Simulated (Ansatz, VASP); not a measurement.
Ti2Al3Ru: VASP beside Ansatz

Contents of INCAR:

```
SYSTEM = Ti2Al3Ru
ALGO = Fast
EDIFF = 1E-6
EDIFFG = -0.01
ENCUT = 600
GGA = PE
IBRION = 2
ISIF = 3
ISMEAR = 0
LASPH = .True.
LCHARG = .False.
LREAL = .False.
LWAVE = .False.
NELM = 80
NSW = 100
PREC = Accurate
SIGMA = 0.1
```

KPOINTS

```
k-points
0
Gamma
  12 12 8
  0 0 0
```

POSCAR

```
Ti2Al3Ru
1.0
    5.0693664545      0.0000000000      0.0000000000
   -2.5346832273      4.3902001307      0.0000000000
    0.0000000000      0.0000000000      4.5869701340
Ti Al Ru
2 3 1
Direct
    0.3333333333      0.6666666667      0.0000000000
    0.6666666667      0.3333333333      0.0000000000
    0.5000000000      0.0000000000      0.5000000000
    0.5000000000      0.5000000000      0.5000000000
    0.0000000000      0.5000000000      0.5000000000
    0.0000000000      0.0000000000      0.0000000000
```

Input for Ansatz:

```yaml
crystal:
  lattice:
    - [5.0693664545, 0.0, 0.0]
    - [-2.5346832273, 4.3902001307, 0.0]
    - [0.0, 0.0, 4.586970134]
  atoms:
    - { symbol: Ti, position: [0.3333333333, 0.6666666667, 0.0] }
    - { symbol: Ti, position: [0.6666666667, 0.3333333333, 0.0] }
    - { symbol: Al, position: [0.5, 0.0, 0.5] }
    - { symbol: Al, position: [0.5, 0.5, 0.5] }
    - { symbol: Al, position: [0.0, 0.5, 0.5] }
    - { symbol: Ru, position: [0.0, 0.0, 0.0] }
basis:
  ecutwfc: 420
kpoints:
  mp_grid: { grid: [12, 12, 8] }
hamiltonian:
  xc: pbe
scf:
  occupations: { method: gaussian, width: 0.1 }
output:
  forces: true
  stress: true
  eigenvalues: true
relax:
  adjacent_minimum: "off"
  f_tol: 0.01
  max_steps: 80
  cell: { stress_tol: 0.05 }
```

Change from the starting cell: species swapped into the GdCo3B2 type (P6/mmm, No. 191).

Alike in both runs: task relaxation of cell and atoms; functional PBE; k mesh 12 × 12 × 8; occupations gaussian, width 0.1 eV; no spin polarisation.

```csv
,VASP,Ansatz
version,VASP 6.6.1,Ansatz 0.2.0
potentials or method,"VASP PAW PBE potentials, release 64 (Ti_sv, Al, Ru_pv), cutoff 600 eV","scalar-relativistic, plane waves, PAW"
valence electrons in the cell,47,49
```

Ansatz gave:

* gap on the k mesh at the Fermi level, each at its own relaxed structure (eV): none
* relaxed volume (Å³/atom): 17.00
* relaxed cell length with the largest relative difference (Å): 4.592

Problem. What did VASP give for the same quantities?

Solution. gap on the k mesh at the Fermi level, each at its own relaxed structure (eV): none; relaxed volume (Å³/atom): 16.98; relaxed cell length with the largest relative difference (Å): 4.590.

A gap of «none» marks a metal or a gap that the smearing closes. VASP's potentials hold 47 valence electrons a cell and Ansatz's 49, so a difference there can come from the potentials and not from the codes.
